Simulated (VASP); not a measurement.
# Nb (P6_3/mmc) in VASP: a series of runs

Nb is run at these levels: RPBE; tasks: single point, relaxation of cell and atoms.

Program: VASP 6.6.1. These are calculated values, not measurements. Logs are shortened: lines on timing, memory, paths and dates and some standing lists are left out, and cuts for length are marked.

## Step 1: The cell of the first run

The structure is hexagonal, space group P6_3/mmc (No. 194). The conventional cell has a = 2.922 Å, b = 2.922 Å, c = 10.697 Å, α = 90.00°, β = 90.00°, γ = 120.00°. Within 3.8 Å of Nb (site symmetry -3m) lie 12 Nb at 2.92 to 3.16 Å. Nb (site symmetry -6m2) has 12 Nb at 2.92 to 3.16 Å within 3.8 Å.

This isn't the form of Nb at room conditions, which is bcc.

## Step 2: Single point, RPBE (19.78 Å³/atom)

File INCAR:

```
SYSTEM = Nb
PREC = Accurate ; ENCUT = 520
EDIFF = 1E-6 ; ISMEAR = -1
SIGMA = 0.1 ; LREAL = .False.
LASPH = .True. ; NELM = 80
ALGO = Normal ; ISIF = 2
LWAVE = .False. ; LCHARG = .True.
GGA = RP ; LELF = .True.
LVHAR = .True. ; NBANDS = 34
```

File KPOINTS:

```
Automatic mesh
0
Gamma
  14 14 4
  0 0 0
```

File POSCAR:

```
Nb
1.0
    2.9223935445      0.0000000000      0.0000000000
   -1.4611967722      2.5308670494      0.0000000000
    0.0000000000      0.0000000000     10.6972003425
Nb
4
Direct
    0.0000000000      1.0000000000      1.0000000000
    0.0000000000      1.0000000000      0.5000000000
    0.3333333333      0.6666666667      0.2500000000
    0.6666666667      0.3333333333      0.7500000000
```

Potentials or basis: VASP PAW PBE potentials, release 64 (Nb_sv).

On the command line:

```console
$ cat potpaw_PBE.64/Nb_sv/POTCAR > POTCAR
$ mpirun -np 1 vasp_std > vasp.out
```

OUTCAR:

```text
SYSTEM = Nb
   PREC = Accurate
   ENCUT = 520
   EDIFF = 1E-6
   ISMEAR = -1
   LREAL = .False.
   LASPH = .True.
   NELM = 80
   ISIF = 2
   GGA = RP

 ion  position               nearest neighbor table
   1  0.000  0.000  0.000-
   2  0.000  0.000  0.500-
   3  0.333  0.667  0.250-
   4  0.667  0.333  0.750-

  LATTYP: Found a hexagonal cell.
 ALAT       =     2.9223935445
 C/A-ratio  =     3.6604242993

  Lattice vectors:

 A1 = (   2.9223935445,   0.0000000000,   0.0000000000)
 A2 = (  -1.4611967722,   2.5308670494,   0.0000000000)
 A3 = (   0.0000000000,   0.0000000000,  10.6972003425)

Analysis of symmetry for initial positions (statically):
=====================================================================
 Subroutine PRICEL returns:
 Original cell was already a primitive cell.

 Routine SETGRP: Setting up the symmetry group for a
 hexagonal supercell.

 Subroutine GETGRP returns: Found 24 space group operations
 (whereof 12 operations were pure point group operations)
 out of a pool of 24 trial point group operations.

The static configuration has the point symmetry D_3d.
 The point group associated with its full space group is D_6h.

Analysis of symmetry for dynamics (positions and initial velocities):
=====================================================================
 Subroutine PRICEL returns:
 Original cell was already a primitive cell.

 Routine SETGRP: Setting up the symmetry group for a
 hexagonal supercell.

 Subroutine GETGRP returns: Found 24 space group operations
 (whereof 12 operations were pure point group operations)
 out of a pool of 24 trial point group operations.

The dynamic configuration has the point symmetry D_3d.
 The point group associated with its full space group is D_6h.

 Subroutine INISYM returns: Found 24 space group operations
 (whereof 12 operations are pure point group operations),
 and found     1 'primitive' translations

----------------------------------------------------------------------------------------

                                     Primitive cell

  volume of cell :      79.1185

  direct lattice vectors                    reciprocal lattice vectors
     2.922393545  0.000000000  0.000000000     0.342185262  0.197560753  0.000000000
    -1.461196772  2.530867049  0.000000000     0.000000000  0.395121506  0.000000000
     0.000000000  0.000000000 10.697200343     0.000000000  0.000000000  0.093482404

  length of vectors
     2.922393545  2.922393544 10.697200343     0.395121506  0.395121506  0.093482404

  position of ions in fractional coordinates (direct lattice)
     0.000000000  0.000000000  0.000000000
     0.000000000  0.000000000  0.500000000
     0.333333333  0.666666667  0.250000000
     0.666666667  0.333333333  0.750000000

  ion indices of the primitive-cell ions
   primitive index   ion index
                 1           1
                 2           2
                 3           3
                 4           4

----------------------------------------------------------------------------------------

 KPOINTS: Automatic mesh

Automatic generation of k-mesh.
 Grid dimensions read from file:
 generate k-points for:   14   14    4

 Generating k-lattice:

  Cartesian coordinates                     Fractional coordinates (reciprocal lattice)
     0.024441804  0.014111482  0.000000000     0.071428571 -0.000000000  0.000000000
     0.000000000  0.028222965  0.000000000     0.000000000  0.071428571  0.000000000
     0.000000000  0.000000000  0.023370601     0.000000000  0.000000000  0.250000000

  Length of vectors
     0.028222965  0.028222965  0.023370601

  Shift w.r.t. Gamma in fractional coordinates (k-lattice)
     0.000000000  0.000000000  0.000000000

 Subroutine IBZKPT returns following result:
 ===========================================

 Found     72 irreducible k-points:

 Following reciprocal coordinates:
            Coordinates               Weight
  0.000000  0.000000  0.000000      1.000000
  0.071429  0.000000  0.000000      6.000000
  0.142857  0.000000  0.000000      6.000000
  0.214286 -0.000000  0.000000      6.000000
  0.285714  0.000000  0.000000      6.000000
  0.357143  0.000000  0.000000      6.000000
[... 16 lines left out ...]
  0.285714  0.285714  0.000000      6.000000
  0.357143  0.285714  0.000000      6.000000
 [... further k-points ...]
   k-points           NKPTS =     72   k-points in BZ     NKDIM =     72   number of bands    NBANDS=     34
   number of dos      NEDOS =    301   number of ions     NIONS =      4
   total plane-waves  NPLWV =  46080
   dimension x,y,z NGX =    24 NGY =   24 NGZ =   80
   dimension x,y,z NGXF=    48 NGYF=   48 NGZF=  160
   ions per type =               4
   NGX,Y,Z   is equivalent  to a cutoff of  13.65, 13.65, 12.43 a.u.
   NGXF,Y,Z  is equivalent  to a cutoff of  27.31, 27.31, 24.87 a.u.
 SYSTEM =  Nb
   PREC   = accura    normal or accurate (medium, high low for compatibility)
   ISTART =      0    job   : 0-new  1-cont  2-samecut
   ICHARG =      2    charge: 1-file 2-atom 10-const
   ISPIN  =      1    spin polarized calculation?
   LNONCOLLINEAR =      F non collinear calculations
   LSORBIT =      F    spin-orbit coupling
   LASPH  =      T    aspherical Exc in radial PAW
   ENCUT  =  520.0 eV  38.22 Ry    6.18 a.u.   5.43  5.43 19.89*2*pi/ulx,y,z
   NELM   =     80;   NELMIN=  2; NELMDL= -5     # of ELM steps
   EDIFF  = 0.1E-05   stopping-criterion for ELM
   LREAL  =      F    real-space projection
[... 7 lines left out ...]
   TEBEG  =    0.0;   TEEND  =   0.0 temperature during run
   PSTRESS=    0.0 pullay stress
   NELECT =      52.0000    total number of electrons
   NUPDOWN=      -1.0000    fix difference up-down
   EMIN   =  10.00;   EMAX   =-10.00  energy-range for DOS
   EFERMI =   0.00;   METHOD = LEGACY
   ISMEAR =    -1;   SIGMA  =   0.10  broadening in eV -4-tet -1-fermi 0-gaus
   EFERMI_NEDOS =   21; number of points for ismear=-14 and -15
   IALGO  =     38    algorithm
   IMIX   =      4    mixing-type and parameters
     AMIX     =   0.40;   BMIX     =  1.00
     AMIX_MAG =   1.60;   BMIX_MAG =  1.00
  volume/ion in A,a.u.               =      19.78       133.48
  Fermi-wavevector in a.u.,A,eV,Ry     =   1.423366  2.689772 27.565002  2.025970
  Thomas-Fermi vector in A             =   2.543971
   LORBIT       =      0    0 simple, 1 ext, 2 COOP (PROOUT), +10 PAW based schemes
   GGA     = RP    functional components
   LHFCALC =     F    Hartree Fock is set to
   AEXX    =    0.0000 exact exchange contribution
   IVDW    =     0    specifies the selected vdW correction
   LEPSILON=     F    determine dielectric tensor
   LRPA    =     F    only Hartree local field effects (RPA)
 non-spin polarized calculation
  energy-cutoff  :      520.00
  volume of cell :       79.12
 maximum number of plane-waves:      2182
 NGX is ok and might be reduce to    24
   NGX = 11   NGY = 11   NGZ = 39

 number of electron      52.0000002 magnetization

 Free energy of the ion-electron system (eV)
  ---------------------------------------------------
  ext. energy  EPLUGINS =         0.00000000
  ---------------------------------------------------
  free energy    TOTEN  =       -37.71716501 eV

  energy without entropy =      -37.52744018  energy(sigma->0) =      -37.62230260

 E-fermi :  10.3144     XC(G=0): -11.9387

 val. band max:       10.3135323329   @ k =   0.5000   0.0000   0.0000
 cond. band min:      10.3181189134   @ k =   0.0714   0.0714   0.5000
 fundamental gap:      0.0045865805
 Fermi energy:        10.3144431686

 k-point     1 :       0.0000    0.0000    0.0000
  band No.  band energies     occupation
      1     -44.5163      2.00000
      2     -44.4809      2.00000
      3     -44.4537      2.00000
      4     -44.4179      2.00000
      5     -20.8999      2.00000
      6     -20.5457      2.00000
[... 26 lines left out ...]
     33      12.9126      0.00000
     34      12.9575      0.00000

 k-point     2 :       0.0714    0.0000    0.0000
  band No.  band energies     occupation
      1     -44.5074      2.00000
      2     -44.4730      2.00000
      3     -44.4459      2.00000
      4     -44.4110      2.00000
      5     -20.8836      2.00000
      6     -20.5404      2.00000
[... 26 lines left out ...]
     33      12.6291      0.00000
     34      12.7552      0.00000

 k-point     3 :       0.1429    0.0000    0.0000
  band No.  band energies     occupation
      1     -44.4825      2.00000
      2     -44.4510      2.00000
      3     -44.4238      2.00000
      4     -44.3919      2.00000
      5     -20.8369      2.00000
      6     -20.5298      2.00000
[... 26 lines left out ...]
     33      12.0212      0.00000
     34      12.4227      0.00000

 k-point     4 :       0.2143   -0.0000    0.0000
  band No.  band energies     occupation
      1     -44.4458      2.00000
      2     -44.4189      2.00000
      3     -44.3917      2.00000
      4     -44.3645      2.00000
      5     -20.7661      2.00000
      6     -20.5441      2.00000
[... 26 lines left out ...]
     33      12.2272      0.00000
     34      12.2906      0.00000

 k-point     5 :       0.2857    0.0000    0.0000
  band No.  band energies     occupation
      1     -44.4041      2.00000
      2     -44.3831      2.00000
      3     -44.3558      2.00000
      4     -44.3345      2.00000
      5     -20.7044      2.00000
      6     -20.6732      2.00000
[... 621 lines left out ...]
 k-point    22 :       0.3571    0.2143    0.0000
  band No.  band energies     occupation
      1     -44.3106      2.00000
      2     -44.3075      2.00000
      3     -44.2801      2.00000
      4     -44.2770      2.00000
      5     -20.9040      2.00000
      6     -20.8930      2.00000
[... 26 lines left out ...]
     33      13.2638      0.00000
     34      13.9697      0.00000

 k-point    23 :       0.2857    0.2857    0.0000
  band No.  band energies     occupation
      1     -44.3082      2.00000
      2     -44.3057      2.00000
      3     -44.2783      2.00000
      4     -44.2758      2.00000
      5     -20.8332      2.00000
      6     -20.8201      2.00000
[... 26 lines left out ...]
     33      12.9142      0.00000
     34      14.0732      0.00000

 k-point    24 :       0.3571    0.2857    0.0000
  band No.  band energies     occupation
      1     -44.3012      2.00000
      2     -44.3006      2.00000
      3     -44.2733      2.00000
      4     -44.2728      2.00000
      5     -20.8092      2.00000
      6     -20.7970      2.00000
[... 26 lines left out ...]
     33      13.3414      0.00000
     34      13.8106      0.00000

 [... further k-points ...]

------------------------ aborting loop because EDIFF is reached ----------------------------------------

  FORCE on cell =-STRESS in cart. coord.  units (eV):
  Direction    XX          YY          ZZ          XY          YZ          ZX
  --------------------------------------------------------------------------------------
  -------------------------------------------------------------------------------------
  Total       -2.9301221     -2.9301221     -2.8636240     -0.0000000     -0.0000000      0.0000000
  in kB      -59.3359825    -59.3359825    -57.9893725     -0.0000000     -0.0000000      0.0000000
  external PRESSURE =     -58.8871125 kB  Pullay stress =       0.0000000 kB

 VOLUME and BASIS-vectors are now :
 -----------------------------------------------------------------------------
  energy-cutoff  :      520.00
  volume of cell :       79.12
      direct lattice vectors                 reciprocal lattice vectors
     2.922393545  0.000000000  0.000000000     0.342185262  0.197560753  0.000000000
    -1.461196772  2.530867049  0.000000000     0.000000000  0.395121506  0.000000000
     0.000000000  0.000000000 10.697200343     0.000000000  0.000000000  0.093482404

 POSITION                                       TOTAL-FORCE (eV/Angst)
 -----------------------------------------------------------------------------------
      0.00000      0.00000      0.00000        -0.000000      0.000000      0.000000
      0.00000      0.00000      5.34860        -0.000000      0.000000      0.000000
     -0.00000      1.68724      2.67430        -0.000000     -0.000000      0.000000
      1.46120      0.84362      8.02290         0.000000      0.000000     -0.000000
 -----------------------------------------------------------------------------------
    total drift:                               -0.000000      0.000000     -0.000000

  FREE ENERGIE OF THE ION-ELECTRON SYSTEM (eV)
  ---------------------------------------------------
  free  energy   TOTEN  =       -37.7171650072 eV

  energy  without entropy=      -37.5274401830  energy(sigma->0) =      -37.62230260
```

Wall time 77 s (1 thread of Intel Xeon 6975P-C (Granite Rapids), shared host); peak memory 0.29 GiB.

Results:

| Item | Value |
| --- | --- |
| Free energy | -37.7172 eV |
| Pressure | -5.9 GPa |
| Band gap on the k mesh | zero (bands 26 and 27 overlap by 1.25 eV) |

Caveat: the cell stands under tension; the PAW data sets were made with another functional, which shifts forces and pressure a little.

[end of part 1 of 2]
